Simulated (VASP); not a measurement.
Write the native input for VASP 6.6.1 that does the following.

* Task: single point
* Functional: revPBE
* Potentials or basis: VASP PAW PBE potentials, release 64 (Ga_d, N)
* Cutoff: 520 eV
* k mesh: 10 × 10 × 5
* Occupations: fermi-dirac, width 0.05 eV
* Spin: no spin polarisation
* Dipole correction: no
* Further INCAR settings: ALGO = Normal; EDIFF = 1e-06; NBANDS = 26

The structure of GaN lies in POSCAR:

```
GaN
1.0
    3.1586570750      0.0000000000      0.0000000000
   -1.5793285375      2.7354772688      0.0000000000
    0.0000000000      0.0000000000      5.1313278144
Ga N
2 2
Direct
    0.6666666667      0.3333333333      0.5000000000
    0.3333333333      0.6666666667      0.0000000000
    0.6666666667      0.3333333333      0.8750000000
    0.3333333333      0.6666666667      0.3750000000
```

One way to write it, as run:

INCAR

```
  PREC = Accurate
  ENCUT = 520
  EDIFF = 1E-6
  ISMEAR = -1
  SIGMA = 0.05
  LREAL = False
  LASPH = True
  NELM = 100
  ALGO = Normal
  ISIF = 2
  LWAVE = False
  LCHARG = False
  GGA = RE
  NBANDS = 26
```

KPOINTS

```
Automatic mesh
0
Gamma
  10 10 5
```

Potentials or basis: VASP PAW PBE potentials, release 64 (Ga_d, N).

Run with:

```bash
$ cat potpaw_PBE.64/Ga_d/POTCAR potpaw_PBE.64/N/POTCAR > POTCAR
$ mpirun -np 1 vasp_std > vasp.out
```

Results of the run:

* Pressure: 14.6 GPa
* Largest force: 0.143 eV/Å
* Band gap on the k mesh: 2.15 eV, direct

Caveat: the PAW data sets were made with another functional, which shifts forces and pressure a little.

Run time: 85 s on 1 thread of AMD EPYC 7R13, with other jobs on the host, peak memory 0.15 GiB.
